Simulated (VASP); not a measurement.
# GaN (P6_3mc) in VASP: single point with LDA

Aim: the single point of GaN with LDA.

Everything below comes from runs of VASP 6.6.1. Logs are shortened: lines on timing, memory, paths and dates and some standing lists are left out, and cuts for length are marked.

### 1 The cell of the first run

The structure is hexagonal, space group P6_3mc (No. 186). The conventional cell has a = 3.180 Å, b = 3.180 Å, c = 5.166 Å, α = 90.00°, β = 90.00°, γ = 120.00°. Within 2.6 Å of Ga (site symmetry 3m) lie 4 N at 1.94 to 1.95 Å. N (site symmetry 3m) has 4 Ga at 1.94 to 1.95 Å within 2.6 Å.

### 2 Single point, LDA

File INCAR:

```
SYSTEM = GaN
  PREC = Accurate
  ENCUT = 1330
  EDIFF = 1E-6
  ISMEAR = 0
  SIGMA = 0.05
  LREAL = .FALSE.
  LASPH = .TRUE.
  NELM = 120
  ALGO = Normal
  ISIF = 2
  LWAVE = .FALSE.
  LCHARG = .FALSE.
  NBANDS = 26
  GGA_COMPAT = .FALSE.
```

File KPOINTS:

```
regular mesh
0
G
  12 12 6
  0 0 0
```

File POSCAR:

```
GaN
1.0
    3.1799996605      0.0000000000      0.0000000000
   -1.5899998303      2.7539604900      0.0000000000
    0.0000000000      0.0000000000      5.1660000000
Ga N
2 2
Direct
    0.3333333333      0.6666666667      0.0000000000
    0.6666666667      0.3333333333      0.5000000000
    0.3333333333      0.6666666667      0.3750000000
    0.6666666667      0.3333333333      0.8750000000
```

Potentials or basis: VASP PAW LDA potentials, release 64 (Ga_d, N_h).

On the command line:

```console
$ cat potpaw_LDA.64/Ga_d/POTCAR potpaw_LDA.64/N_h/POTCAR > POTCAR
$ mpirun -np 1 vasp_std > vasp.out
```

OUTCAR:

```text
SYSTEM = GaN
   PREC = Accurate
   ENCUT = 1330
   EDIFF = 1E-6
   ISMEAR = 0
   LREAL = .FALSE.
   LASPH = .TRUE.
   NELM = 120
   ISIF = 2

 ion  position               nearest neighbor table
   1  0.333  0.667  0.000-   3 1.94   4 1.95   4 1.95   4 1.95
   2  0.667  0.333  0.500-   4 1.94   3 1.95   3 1.95   3 1.95
   3  0.333  0.667  0.375-   1 1.94   2 1.95   2 1.95   2 1.95
   4  0.667  0.333  0.875-   2 1.94   1 1.95   1 1.95   1 1.95

  LATTYP: Found a hexagonal cell.
 ALAT       =     3.1799996605
 C/A-ratio  =     1.6245284753

  Lattice vectors:

 A1 = (   3.1799996605,   0.0000000000,   0.0000000000)
 A2 = (  -1.5899998303,   2.7539604900,   0.0000000000)
 A3 = (   0.0000000000,   0.0000000000,   5.1660000000)

Analysis of symmetry for initial positions (statically):
=====================================================================
 Subroutine PRICEL returns:
 Original cell was already a primitive cell.

 Routine SETGRP: Setting up the symmetry group for a
 hexagonal supercell.

 Subroutine GETGRP returns: Found 12 space group operations
 (whereof  6 operations were pure point group operations)
 out of a pool of 24 trial point group operations.

The static configuration has the point symmetry C_3v.
 The point group associated with its full space group is C_6v.

Analysis of symmetry for dynamics (positions and initial velocities):
=====================================================================
 Subroutine PRICEL returns:
 Original cell was already a primitive cell.

 Routine SETGRP: Setting up the symmetry group for a
 hexagonal supercell.

 Subroutine GETGRP returns: Found 12 space group operations
 (whereof  6 operations were pure point group operations)
 out of a pool of 24 trial point group operations.

The dynamic configuration has the point symmetry C_3v.
 The point group associated with its full space group is C_6v.

 Subroutine INISYM returns: Found 12 space group operations
 (whereof  6 operations are pure point group operations),
 and found     1 'primitive' translations

----------------------------------------------------------------------------------------

                                     Primitive cell

  volume of cell :      45.2417

  direct lattice vectors                    reciprocal lattice vectors
     3.179999661  0.000000000  0.000000000     0.314465442  0.181556708  0.000000000
    -1.589999830  2.753960490  0.000000000     0.000000000  0.363113416  0.000000000
     0.000000000  0.000000000  5.166000000     0.000000000  0.000000000  0.193573364

  length of vectors
     3.179999661  3.179999661  5.166000000     0.363113416  0.363113416  0.193573364

  position of ions in fractional coordinates (direct lattice)
     0.333333333  0.666666667  0.000000000
     0.666666667  0.333333333  0.500000000
     0.333333333  0.666666667  0.375000000
     0.666666667  0.333333333  0.875000000

  ion indices of the primitive-cell ions
   primitive index   ion index
                 1           1
                 2           2
                 3           3
                 4           4

----------------------------------------------------------------------------------------

 KPOINTS: regular mesh

Automatic generation of k-mesh.
 Grid dimensions read from file:
 generate k-points for:   12   12    6

 Generating k-lattice:

  Cartesian coordinates                     Fractional coordinates (reciprocal lattice)
     0.026205454  0.015129726  0.000000000     0.083333333  0.000000000  0.000000000
     0.000000000  0.030259451  0.000000000     0.000000000  0.083333333  0.000000000
     0.000000000  0.000000000  0.032262227     0.000000000  0.000000000  0.166666667

  Length of vectors
     0.030259451  0.030259451  0.032262227

  Shift w.r.t. Gamma in fractional coordinates (k-lattice)
     0.000000000  0.000000000  0.000000000

 Subroutine IBZKPT returns following result:
 ===========================================

 Found     76 irreducible k-points:

 Following reciprocal coordinates:
            Coordinates               Weight
  0.000000  0.000000  0.000000      1.000000
  0.083333  0.000000  0.000000      6.000000
  0.166667  0.000000  0.000000      6.000000
  0.250000  0.000000  0.000000      6.000000
  0.333333  0.000000  0.000000      6.000000
  0.416667  0.000000  0.000000      6.000000
[... 16 lines left out ...]
  0.250000  0.000000  0.166667     12.000000
  0.333333  0.000000  0.166667     12.000000
 [... further k-points ...]
   k-points           NKPTS =     76   k-points in BZ     NKDIM =     76   number of bands    NBANDS=     26
   number of dos      NEDOS =    301   number of ions     NIONS =      4
   total plane-waves  NPLWV = 102400
   dimension x,y,z NGX =    40 NGY =   40 NGZ =   64
   dimension x,y,z NGXF=    80 NGYF=   80 NGZF=  128
   ions per type =               2   2
   NGX,Y,Z   is equivalent  to a cutoff of  20.91, 20.91, 20.60 a.u.
   NGXF,Y,Z  is equivalent  to a cutoff of  41.82, 41.82, 41.19 a.u.
 SYSTEM =  GaN
   PREC   = accura    normal or accurate (medium, high low for compatibility)
   ISTART =      0    job   : 0-new  1-cont  2-samecut
   ICHARG =      2    charge: 1-file 2-atom 10-const
   ISPIN  =      1    spin polarized calculation?
   LNONCOLLINEAR =      F non collinear calculations
   LSORBIT =      F    spin-orbit coupling
   LASPH  =      T    aspherical Exc in radial PAW
   ENCUT  = 1330.0 eV  97.75 Ry    9.89 a.u.   9.46  9.46 15.36*2*pi/ulx,y,z
   NELM   =    120;   NELMIN=  2; NELMDL= -5     # of ELM steps
   EDIFF  = 0.1E-05   stopping-criterion for ELM
   LREAL  =      F    real-space projection
[... 7 lines left out ...]
   TEBEG  =    0.0;   TEEND  =   0.0 temperature during run
   PSTRESS=    0.0 pullay stress
   NELECT =      36.0000    total number of electrons
   NUPDOWN=      -1.0000    fix difference up-down
   EMIN   =  10.00;   EMAX   =-10.00  energy-range for DOS
   EFERMI =   0.00;   METHOD = LEGACY
   ISMEAR =     0;   SIGMA  =   0.05  broadening in eV -4-tet -1-fermi 0-gaus
   EFERMI_NEDOS =   21; number of points for ismear=-14 and -15
   IALGO  =     38    algorithm
   IMIX   =      4    mixing-type and parameters
     AMIX     =   0.40;   BMIX     =  1.00
     AMIX_MAG =   1.60;   BMIX_MAG =  1.00
  volume/ion in A,a.u.               =      11.31        76.33
  Fermi-wavevector in a.u.,A,eV,Ry     =   1.517036  2.866783 31.312431  2.301399
  Thomas-Fermi vector in A             =   2.626346
   LORBIT       =      0    0 simple, 1 ext, 2 COOP (PROOUT), +10 PAW based schemes
   GGA     = CA    functional components
   LHFCALC =     F    Hartree Fock is set to
   AEXX    =    0.0000 exact exchange contribution
   IVDW    =     0    specifies the selected vdW correction
   LEPSILON=     F    determine dielectric tensor
   LRPA    =     F    only Hartree local field effects (RPA)
 non-spin polarized calculation
 Gauss-broadening in eV      SIGMA  =   0.05
  energy-cutoff  :     1330.00
  volume of cell :       45.24
 maximum number of plane-waves:      5018
 NGX is ok and might be reduce to    40
   NGX = 19   NGY = 19   NGZ = 31

 number of electron      36.0000000 magnetization

 Free energy of the ion-electron system (eV)
  ---------------------------------------------------
  ext. energy  EPLUGINS =         0.00000000
  ---------------------------------------------------
  free energy    TOTEN  =       -27.90749946 eV

  energy without entropy =      -27.90749946  energy(sigma->0) =      -27.90749946

 E-fermi :   5.6901     XC(G=0): -12.1889

 val. band max:        5.4935914661   @ k =   0.0000   0.0000   0.0000
 cond. band min:       7.4847523668   @ k =   0.0000   0.0000   0.0000
 fundamental gap:      1.9911609008
 Fermi energy:         5.6900733344

 k-point     1 :       0.0000    0.0000    0.0000
  band No.  band energies     occupation
      1     -10.4453      2.00000
      2      -9.5403      2.00000
      3      -8.0768      2.00000
      4      -8.0547      2.00000
      5      -8.0547      2.00000
      6      -7.9908      2.00000
[... 18 lines left out ...]
     25      17.0883      0.00000
     26      17.0883      0.00000

 k-point     2 :       0.0833    0.0000    0.0000
  band No.  band energies     occupation
      1     -10.3750      2.00000
      2      -9.5239      2.00000
      3      -8.0682      2.00000
      4      -8.0446      2.00000
      5      -8.0337      2.00000
      6      -7.9833      2.00000
[... 18 lines left out ...]
     25      16.7435      0.00000
     26      17.2415      0.00000

 k-point     3 :       0.1667    0.0000    0.0000
  band No.  band energies     occupation
      1     -10.1844      2.00000
      2      -9.4843      2.00000
      3      -8.0425      2.00000
      4      -8.0200      2.00000
      5      -7.9771      2.00000
      6      -7.9400      2.00000
[... 18 lines left out ...]
     25      16.7948      0.00000
     26      17.5990      0.00000

 k-point     4 :       0.2500    0.0000    0.0000
  band No.  band energies     occupation
      1      -9.9370      2.00000
      2      -9.4420      2.00000
      3      -8.0169      2.00000
      4      -7.9961      2.00000
      5      -7.9341      2.00000
      6      -7.8869      2.00000
[... 18 lines left out ...]
     25      16.8417      0.00000
     26      18.1068      0.00000
[... 496 lines left out ...]
      1     -10.1118      2.00000
      2      -9.5007      2.00000
      3      -8.0388      2.00000
      4      -8.0166      2.00000
      5      -7.9791      2.00000
      6      -7.9461      2.00000
[... 18 lines left out ...]
     25      16.3753      0.00000
     26      17.3864      0.00000

 k-point    23 :       0.2500    0.0000    0.1667
  band No.  band energies     occupation
      1      -9.8796      2.00000
      2      -9.4506      2.00000
      3      -8.0179      2.00000
      4      -7.9894      2.00000
      5      -7.9469      2.00000
      6      -7.8947      2.00000
[... 18 lines left out ...]
     25      16.5009      0.00000
     26      17.9068      0.00000

 k-point    24 :       0.3333    0.0000    0.1667
  band No.  band energies     occupation
      1      -9.6817      2.00000
      2      -9.4146      2.00000
      3      -8.0094      2.00000
      4      -7.9741      2.00000
      5      -7.9206      2.00000
      6      -7.8453      2.00000
[... 18 lines left out ...]
     25      16.7374      0.00000
     26      18.4973      0.00000

 [... further k-points ...]
[... 5 lines left out ...]
  --------------------------------------------------------------------------------------
  -------------------------------------------------------------------------------------
  Total       -1.0851408     -1.0851408     -0.4700655      0.0000000     -0.0000000      0.0000000
  in kB      -38.4288590    -38.4288590    -16.6467640      0.0000000     -0.0000000      0.0000000
  external PRESSURE =     -31.1681607 kB  Pullay stress =       0.0000000 kB

 VOLUME and BASIS-vectors are now :
 -----------------------------------------------------------------------------
  energy-cutoff  :     1330.00
  volume of cell :       45.24
      direct lattice vectors                 reciprocal lattice vectors
     3.179999661  0.000000000  0.000000000     0.314465442  0.181556708  0.000000000
    -1.589999830  2.753960490  0.000000000     0.000000000  0.363113416  0.000000000
     0.000000000  0.000000000  5.166000000     0.000000000  0.000000000  0.193573364

 POSITION                                       TOTAL-FORCE (eV/Angst)
 -----------------------------------------------------------------------------------
     -0.00000      1.83597      0.00000        -0.000000     -0.000000     -0.127808
      1.59000      0.91799      2.58300         0.000000      0.000000     -0.127808
     -0.00000      1.83597      1.93725         0.000000     -0.000000      0.127808
      1.59000      0.91799      4.52025        -0.000000      0.000000      0.127808
 -----------------------------------------------------------------------------------
    total drift:                               -0.000000      0.000000      0.000230

  FREE ENERGIE OF THE ION-ELECTRON SYSTEM (eV)
  ---------------------------------------------------
  free  energy   TOTEN  =       -27.9074994574 eV

  energy  without entropy=      -27.9074994573  energy(sigma->0) =      -27.90749946
```

It took 3.5 min on 1 thread of Intel Xeon Platinum 8488C (Sapphire Rapids), shared host; peak memory 0.47 GiB.

Results:

| Property | Result |
| --- | --- |
| Free energy | -27.9075 eV |
| Pressure | -3.1 GPa |
| Largest force | 0.128 eV/Å |
| Band gap on the k mesh | 1.99 eV |

Forces on the atoms (eV/Å):
```
Ga   0.000  0.000 -0.128
Ga   0.000  0.000 -0.128
N    0.000  0.000  0.128
N    0.000  0.000  0.128
```

Caveat: the cell stands under tension.
